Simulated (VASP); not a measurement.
**BN: single point with r2SCAN**

Crystal: BN.

```xyz
2
Lattice="0.0000 1.8048 1.8048 1.8048 0.0000 1.8048 1.8048 1.8048 0.0000" Properties=species:S:1:pos:R:3 pbc="T T T"
B     0.0000    0.0000    0.0000
N     0.9024    0.9024    0.9024
```

- Program: VASP 6.6.1
- Task: single point
- Functional: r2SCAN
- Potentials or basis: VASP PAW PBE potentials, release 64 (B, N)
- Cutoff: 660 eV
- k mesh: 8 × 8 × 8
- Occupations: gaussian, width 0.01 eV
- Spin: no spin polarisation
- Dipole correction: no
- Further INCAR settings: ALGO = Normal; EDIFF = 1e-06; NBANDS = 11

The pressure is 1.2 GPa. The band gap on the k mesh is 4.98 eV, indirect (least direct gap 9.55 eV).

Levels at points of the mesh, in eV from the valence-band top:
| k point | band 2 | band 3 | band 4 | band 5 | band 6 | band 7 |
| --- | --- | --- | --- | --- | --- | --- |
| (0.00, 0.00, 0.00) | 0.00 | 0.00 | 0.00 | 9.55 | 9.55 | 9.55 |
| (0.50, 0.00, 0.00) | -11.12 | -2.02 | -2.02 | 10.85 | 11.49 | 11.49 |
| (0.50, 0.50, 0.00) | -9.35 | -5.12 | -5.12 | 4.98 | 9.84 | 19.33 |

Wall time 24 s on 1 thread of Intel(R) Xeon(R) Platinum 8259CL CPU @ 2.50GHz (Skylake/Cascade Lake) (shared host), peak memory 0.13 GiB.

Caveat: the PAW data sets were made with another functional, which shifts forces and pressure a little. r2SCAN opens gaps a little over a GGA but as a rule still falls short of measured ones.
